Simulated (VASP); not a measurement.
# B17N15 (a cell with a defect) (B_N) in VASP: notebook

B17N15 (a cell with a defect) (B_N) is run at these levels: PBE; tasks: single point.

All numbers are computed with VASP 6.6.1; they aren't measurements. Logs are shortened: lines on timing, memory, paths and dates and some standing lists are left out, and cuts for length are marked.

## Step 1: The cell of the first run

The cell holds a defect, 32 atoms: a = 6.277 Å, b = 6.277 Å, c = 6.277 Å, α = 109.47°, β = 109.47°, γ = 109.47°.

## Step 2: Single point, PBE

Contents of INCAR:

```
PREC = Accurate ; ENCUT = 520
EDIFF = 1E-6 ; ISMEAR = -1
SIGMA = 0.01 ; LREAL = Auto
LASPH = True ; NELM = 120
ALGO = Normal ; ISIF = 2
LWAVE = False ; LCHARG = False
GGA = PE ; NELECT = 128.0
NBANDS = 85 ; GGA_COMPAT = False
```

Contents of KPOINTS:

```
regular mesh
0
Gamma
  1 1 1
```

Contents of POSCAR:

```
B17N15
1.0
   -3.6241103844      3.6241103844     -3.6241103844
    3.6241103844      3.6241103844      3.6241103844
    3.6241103844     -3.6241103844     -3.6241103844
B N
17 15
Direct
   -0.0002606094      0.0005044070      0.0017823612
   -0.0009547121      0.2499502774      0.7516375758
   -0.0009534904      0.5001519797      0.5014378994
   -0.0002635508      0.7502963142      0.2519791026
    0.2491837134     -0.0002548820      0.7508826687
    0.2462853885      0.2499492116      0.5014288826
    0.2491909785      0.4994048490      0.2512352091
    0.2499389664      0.7503016563      0.0017842695
    0.4993882146     -0.0031444101      0.5014362683
    0.4993923640      0.2499529759      0.2483326553
    0.4993924844      0.5001548263      0.0010913978
    0.4993901645      0.7496070862      0.7516357592
    0.7488391369     -0.0002533909      0.2512291064
    0.7495924616      0.2499509154      0.0010902211
    0.7524779192      0.5030511767      0.7545270360
    0.7495920248      0.7496035524      0.5014345554
    0.4993820895      0.2499499713      0.5014255930
   -0.0082933509     -0.0037439529      0.2477400076
   -0.0006046230      0.2499549328      0.0014405294
    0.0070628038      0.5039345065      0.7554208333
   -0.0006119840      0.7499454968      0.5014272832
    0.2456942421     -0.0037402079     -0.0062461387
    0.2454036351      0.2499472222      0.7551214893
    0.2454055506      0.5036448022      0.5014365369
    0.2456974973      0.7422742574      0.2477416822
    0.4993911707     -0.0040316714      0.7551288240
    0.4993920678      0.5036473681      0.2474511321
    0.4993853708      0.7499522666      0.0014311185
    0.7530812669     -0.0040320132      0.5014352800
    0.7530832385      0.2499493622      0.2474495315
    0.7533719965      0.5039360187      0.0091094957
    0.7533774560      0.7576363204      0.7554201116
```

Potentials or basis: VASP PAW PBE potentials, release 64 (B, N).

Command:

```bash
$ cat potpaw_PBE.64/B/POTCAR potpaw_PBE.64/N/POTCAR > POTCAR
$ mpirun -np 1 vasp_gam > vasp.out
```

OUTCAR:

```text
PREC = Accurate
   ENCUT = 520
   EDIFF = 1E-6
   ISMEAR = -1
   LREAL = Auto
   LASPH = True
   NELM = 120
   ISIF = 2
   GGA = PE
   NELECT = 128.0

 ion  position               nearest neighbor table
   1  1.000  0.001  0.002-  32 1.54  19 1.57  22 1.57  18 1.57
   2  0.999  0.250  0.752-  23 1.54  19 1.57  29 1.57  20 1.57
   3  0.999  0.500  0.501-  24 1.54  21 1.57  20 1.57  30 1.57
   4  1.000  0.750  0.252-  31 1.54  21 1.57  25 1.57  18 1.57
   5  0.249  1.000  0.751-  22 1.54  21 1.57  23 1.57  26 1.57
   6  0.246  0.250  0.501-  17 1.59  24 1.59  18 1.59  23 1.59
[... 24 lines left out ...]
  31  0.753  0.504  0.009-   4 1.54  11 1.57  14 1.57  15 1.59
  32  0.753  0.758  0.755-   1 1.54  16 1.57  12 1.57  15 1.59

  LATTYP: Found a body centered cubic cell.
 ALAT       =     7.2482207688

  Lattice vectors:

 A1 = (  -3.6241103844,   3.6241103844,  -3.6241103844)
 A2 = (   3.6241103844,   3.6241103844,   3.6241103844)
 A3 = (   3.6241103844,  -3.6241103844,  -3.6241103844)

Analysis of symmetry for initial positions (statically):
=====================================================================
 Subroutine PRICEL returns:
 Original cell was already a primitive cell.

 Routine SETGRP: Setting up the symmetry group for a
 body centered cubic supercell.

 Subroutine GETGRP returns: Found  2 space group operations
 (whereof  1 operations were pure point group operations)
 out of a pool of 48 trial point group operations.

The static configuration has the point symmetry C_1 .
 The point group associated with its full space group is C_1h.

Analysis of symmetry for dynamics (positions and initial velocities):
=====================================================================
 Subroutine PRICEL returns:
 Original cell was already a primitive cell.

 Routine SETGRP: Setting up the symmetry group for a
 body centered cubic supercell.

 Subroutine GETGRP returns: Found  2 space group operations
 (whereof  1 operations were pure point group operations)
 out of a pool of 48 trial point group operations.

The dynamic configuration has the point symmetry C_1 .
 The point group associated with its full space group is C_1h.

[... 133 lines left out ...]
   NELM   =    120;   NELMIN=  2; NELMDL= -5     # of ELM steps
   EDIFF  = 0.1E-05   stopping-criterion for ELM
   LREAL  =      T    real-space projection
   EDIFFG = 0.1E-04   stopping-criterion for IOM
   NSW    =      0    number of steps for IOM
   IBRION =     -1    ionic relax: 0-MD 1-quasi-New 2-CG
   NFREE  =      0    steps in history (QN), initial steepest desc. (CG)
   ISIF   =      2    stress and relaxation
   ISYM   =      2    0-nonsym 1-usesym 2-fastsym
   POTIM  = 0.5000    time-step for ionic-motion
   TEBEG  =    0.0;   TEEND  =   0.0 temperature during run
   PSTRESS=    0.0 pullay stress
   NELECT =     128.0000    total number of electrons
   NUPDOWN=      -1.0000    fix difference up-down
   EMIN   =  10.00;   EMAX   =-10.00  energy-range for DOS
   EFERMI =   0.00;   METHOD = LEGACY
   ISMEAR =    -1;   SIGMA  =   0.01  broadening in eV -4-tet -1-fermi 0-gaus
   EFERMI_NEDOS =   21; number of points for ismear=-14 and -15
   IALGO  =     38    algorithm
   IMIX   =      4    mixing-type and parameters
     AMIX     =   0.40;   BMIX     =  1.00
     AMIX_MAG =   1.60;   BMIX_MAG =  1.00
  volume/ion in A,a.u.               =       5.95        40.15
  Fermi-wavevector in a.u.,A,eV,Ry     =   1.434135  2.710122 27.983695  2.056744
  Thomas-Fermi vector in A             =   2.553577
   LORBIT       =      0    0 simple, 1 ext, 2 COOP (PROOUT), +10 PAW based schemes
   GGA     = PE    functional components
   LHFCALC =     F    Hartree Fock is set to
   AEXX    =    0.0000 exact exchange contribution
   IVDW    =     0    specifies the selected vdW correction
   LEPSILON=     F    determine dielectric tensor
   LRPA    =     F    only Hartree local field effects (RPA)
 non-spin polarized calculation
  energy-cutoff  :      520.00
  volume of cell :      190.40
 maximum number of plane-waves:      2545
 NGX is ok and might be reduce to    48
   NGX = 23   NGY = 23   NGZ = 23

 number of electron     127.9999997 magnetization

 Free energy of the ion-electron system (eV)
  ---------------------------------------------------
  ext. energy  EPLUGINS =         0.00000000
  ---------------------------------------------------
  free energy    TOTEN  =      -248.93283379 eV

  energy without entropy =     -248.93283379  energy(sigma->0) =     -248.93283379

 E-fermi :   9.6022     XC(G=0): -12.8421

 val. band max:        9.2697183397   @ k =   0.0000   0.0000   0.0000
 cond. band min:      11.6391811195   @ k =   0.0000   0.0000   0.0000
 fundamental gap:      2.3694627799
 Fermi energy:         9.6021917082

 k-point     1 :       0.0000    0.0000    0.0000
  band No.  band energies     occupation
      1     -13.0276      2.00000
      2      -9.7293      2.00000
      3      -9.7291      2.00000
      4      -9.6295      2.00000
      5      -9.6292      2.00000
      6      -9.6290      2.00000
[... 68 lines left out ...]
     75      16.6667      0.00000
     76      16.6667      0.00000
 [bands above 76 left out]

------------------------ aborting loop because EDIFF is reached ----------------------------------------

  FORCE on cell =-STRESS in cart. coord.  units (eV):
  Direction    XX          YY          ZZ          XY          YZ          ZX
  --------------------------------------------------------------------------------------
  -------------------------------------------------------------------------------------
  Total       38.5789943     38.5741078     38.5789943      0.0105770     -0.0105770      0.0040555
  in kB      324.6364208    324.5953014    324.6364208      0.0890036     -0.0890036      0.0341267
  external PRESSURE =     324.6227144 kB  Pullay stress =       0.0000000 kB

 VOLUME and BASIS-vectors are now :
 -----------------------------------------------------------------------------
  energy-cutoff  :      520.00
  volume of cell :      190.40
      direct lattice vectors                 reciprocal lattice vectors
    -3.624110384  3.624110384 -3.624110384     0.000000000  0.137964893 -0.137964893
     3.624110384  3.624110384  3.624110384     0.137964893  0.137964893  0.000000000
     3.624110384 -3.624110384 -3.624110384     0.137964893  0.000000000 -0.137964893

 POSITION                                       TOTAL-FORCE (eV/Angst)
 -----------------------------------------------------------------------------------
     -3.61488      3.61853     -3.62780         0.003850      0.003703      0.066430
      0.00921      1.80248     -5.43882         0.004836     -0.003866     -0.066078
      0.00922      3.61599     -3.62532         0.003993      0.066559      0.004429
      0.00920      5.42911     -1.81720         0.004388     -0.066444     -0.004388
      5.44140      1.80497     -0.00116        -0.004735     -0.064730      0.004735
      1.83051     -0.01882     -1.80396        -0.079993      0.080289     -0.080331
[... 24 lines left out ...]
     -0.87097      4.52361     -0.93700        -0.021680      0.006835      0.021680
      2.75316      2.73835     -2.72229        -0.021716     -0.022379     -0.007174
 -----------------------------------------------------------------------------------
    total drift:                                0.111129      0.009809      0.113308

  FREE ENERGIE OF THE ION-ELECTRON SYSTEM (eV)
  ---------------------------------------------------
  free  energy   TOTEN  =      -248.9328337927 eV

  energy  without entropy=     -248.9328337927  energy(sigma->0) =     -248.93283379
```

Run time: 49 s. Hardware: 1 thread of Intel Xeon Platinum 8259CL at 2.50GHz (Skylake/Cascade Lake), shared host; peak memory 0.32 GiB.

What came out:

```yaml
Free_energy: -248.9328 eV
Largest_force: 0.139 eV/Å
```

Forces on the atoms (eV/Å):
```
B    0.004  0.004  0.066
B    0.005 -0.004 -0.066
B    0.004  0.067  0.004
B    0.004 -0.066 -0.004
B   -0.005 -0.065  0.005
B   -0.080  0.080 -0.080
B   -0.004 -0.004  0.066
B   -0.066  0.004 -0.004
B    0.080  0.080  0.080
B    0.080 -0.081 -0.080
B    0.066  0.005  0.005
B    0.066 -0.004 -0.005
B   -0.066 -0.004  0.004
B   -0.005  0.005 -0.066
B   -0.080 -0.080  0.080
B   -0.004  0.067 -0.004
B    0.000  0.001  0.000
N    0.007  0.021 -0.022
N    0.000  0.000  0.000
N    0.007 -0.022  0.022
N    0.001  0.000 -0.001
N    0.022  0.006 -0.022
N   -0.022  0.022  0.007
N   -0.022 -0.007 -0.022
N    0.022  0.021 -0.007
N   -0.007  0.022  0.022
N   -0.007 -0.022 -0.022
N    0.000  0.000  0.000
N    0.022 -0.007  0.022
N    0.022 -0.022  0.007
N   -0.022  0.007  0.022
N   -0.022 -0.022 -0.007
```

Levels at points of the mesh, in eV from the Fermi level:
```
           k point  band 60  band 61  band 62  band 63  band 64  band 65  band 66  band 67  band 68  band 69
(0.00, 0.00, 0.00)    -3.08    -3.08    -0.33    -0.33    -0.33     2.04     2.04     2.38     6.31     6.31
```

Caveat: the k points lie up to 1.23 Å⁻¹ apart; the cell carries a net charge on a neutralising background, which shifts energy and pressure; the cell is charged against a uniform background, so pressure and absolute levels hang on convention.

## Step 3: Single point, PBE

Contents of INCAR:

```
PREC = Accurate
ENCUT = 520
EDIFF = 1E-6
ISMEAR = 0
SIGMA = 0.01
LREAL = Auto
LASPH = True
NELM = 120
ALGO = Normal
ISIF = 2
LWAVE = False
LCHARG = False
GGA = PE
NBANDS = 85
NELECT = 128.0
GGA_COMPAT = False
```

Contents of KPOINTS:

```
Automatic mesh
0
Gamma
  1 1 1
  0.25 0.25 0.25
```

POSCAR, as its differences from that of step 2:

```diff
@@ -2,5 +2,5 @@
 1.0
-   -3.6241103844      3.6241103844     -3.6241103844
-    3.6241103844      3.6241103844      3.6241103844
-    3.6241103844     -3.6241103844     -3.6241103844
+   -3.6241103800      3.6241103800     -3.6241103800
+    3.6241103800      3.6241103800      3.6241103800
+    3.6241103800     -3.6241103800     -3.6241103800
 B N
```

Potentials or basis: VASP PAW PBE potentials, release 64 (B, N).

Command:

```bash
$ cat potpaw_PBE.64/B/POTCAR potpaw_PBE.64/N/POTCAR > POTCAR
$ mpirun -np 1 vasp_std > vasp.out
```

It took 69 s on 1 thread of Intel Xeon Platinum 8259CL at 2.50GHz (Skylake/Cascade Lake), shared host; peak memory 0.32 GiB.

The run converged. Its results:

| Property | Result |
| --- | --- |
| Free energy | -251.4034 eV |
| Largest force | 0.011 eV/Å |

Forces on the atoms (eV/Å):
```
B    0.003  0.003 -0.008
B    0.004 -0.003  0.008
B    0.003 -0.008  0.004
B    0.004  0.008 -0.004
B   -0.004  0.009  0.004
B   -0.001  0.001 -0.001
B   -0.003 -0.003 -0.009
B    0.008  0.003 -0.003
B    0.001  0.001  0.001
B    0.001 -0.002 -0.001
B   -0.009  0.005  0.004
B   -0.008 -0.003 -0.004
B    0.009 -0.003  0.003
B   -0.004  0.005  0.009
B   -0.001 -0.001  0.001
B   -0.004 -0.008 -0.003
B    0.000  0.000  0.000
N   -0.001  0.007 -0.007
N    0.000  0.000  0.000
N   -0.001 -0.008  0.007
N    0.001  0.000 -0.001
N    0.007 -0.002 -0.007
N   -0.007  0.007 -0.001
N   -0.007  0.001 -0.007
N    0.007  0.007  0.001
N    0.001  0.007  0.007
N    0.001 -0.007 -0.007
N    0.000  0.000  0.000
N    0.007  0.001  0.007
N    0.007 -0.007 -0.001
N   -0.007 -0.001  0.007
N   -0.007 -0.008  0.001
```

Levels at points of the mesh, in eV from the Fermi level:
| k point | band 62 | band 63 | band 64 | band 65 | band 66 | band 67 |
| --- | --- | --- | --- | --- | --- | --- |
| (0.25, 0.25, 0.25) | -0.10 | -0.10 | -0.10 | 5.57 | 5.57 | 5.57 |

Caveat: the k points lie up to 1.23 Å⁻¹ apart; the cell carries a net charge on a neutralising background, which shifts energy and pressure; the cell is charged against a uniform background, so pressure and absolute levels hang on convention.
